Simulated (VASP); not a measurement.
Set up this calculation in VASP 6.6.1, as the native input.

| Quantity | Value |
| --- | --- |
| Task | single point |
| Functional | PBEsol |
| Potentials or basis | VASP PAW PBE potentials, release 64 (Cu, I) |
| Cutoff | 520 eV |
| k mesh | 5 × 5 × 5 |
| Occupations | gaussian, width 0.05 eV |
| Spin | collinear spin, zero start |
| Starting moments | [0.0, 0.0, 0.0, 0.0, 0.0, 0.0] μB |
| Hubbard terms | Cu d U = 1.0 eV |
| Dipole correction | no |
| Further INCAR settings | ALGO = Normal; EDIFF = 1e-06; NBANDS = 38 |

The structure of CuI2 lies in POSCAR:

```
CuI2
1.0
    0.0000000000      3.5112550600      3.5112550600
    7.0225101200      3.5112550600      3.5112550600
    7.0225101200      7.0225101200      0.0000000000
Cu I
2 4
Direct
    0.0000000000      0.0000000000      0.0000000000
    0.0000000000      0.0000000000      0.5000000000
    0.2500000000      0.2500000000      0.0000000000
    0.7500000000      0.7500000000      0.0000000000
    0.2500000000      0.2500000000      0.5000000000
    0.7500000000      0.7500000000      0.5000000000
```

One way to write it, as run:

INCAR

```
SYSTEM = CuI2
ALGO = Normal ; EDIFF = 1E-6
ENCUT = 520 ; GGA = PS
ISIF = 2 ; ISMEAR = 0
ISPIN = 2 ; LASPH = .True.
LCHARG = .False. ; LDAU = .True.
LDAUJ = 0 0 ; LDAUL = 2 -1
LDAUPRINT = 1 ; LDAUTYPE = 2
LDAUU = 1 0 ; LMAXMIX = 4
LORBIT = 11 ; LREAL = .False.
LWAVE = .False. ; MAGMOM = 0 0 0 0 0 0
NBANDS = 38 ; NELM = 150
PREC = Accurate ; SIGMA = 0.05
```

KPOINTS

```
k-points
0
Gamma
  5 5 5
  0 0 0
```

Potentials or basis: VASP PAW PBE potentials, release 64 (Cu, I).

The run is started by

```sh
$ cat potpaw_PBE.64/Cu/POTCAR potpaw_PBE.64/I/POTCAR > POTCAR
$ mpirun -np 1 vasp_std > vasp.out
```

It gave:

| Property | Result |
| --- | --- |
| Pressure | -0.4 GPa |
| Band gap on the k mesh | zero (filled and empty bands overlap) |
| Net moment | 0.00 μB per cell |
| Valence electrons inside the program's atomic spheres | Cu 9.74; I 4.23 |

Caveat: the PAW data sets were made with another functional, which shifts forces and pressure a little; spin-orbit coupling is left out, which moves the levels of the heavy elements.

Wall time 11 min on 1 thread of Intel(R) Xeon(R) Platinum 8259CL CPU @ 2.50GHz (Skylake/Cascade Lake), on a shared host, peak memory 0.72 GiB.
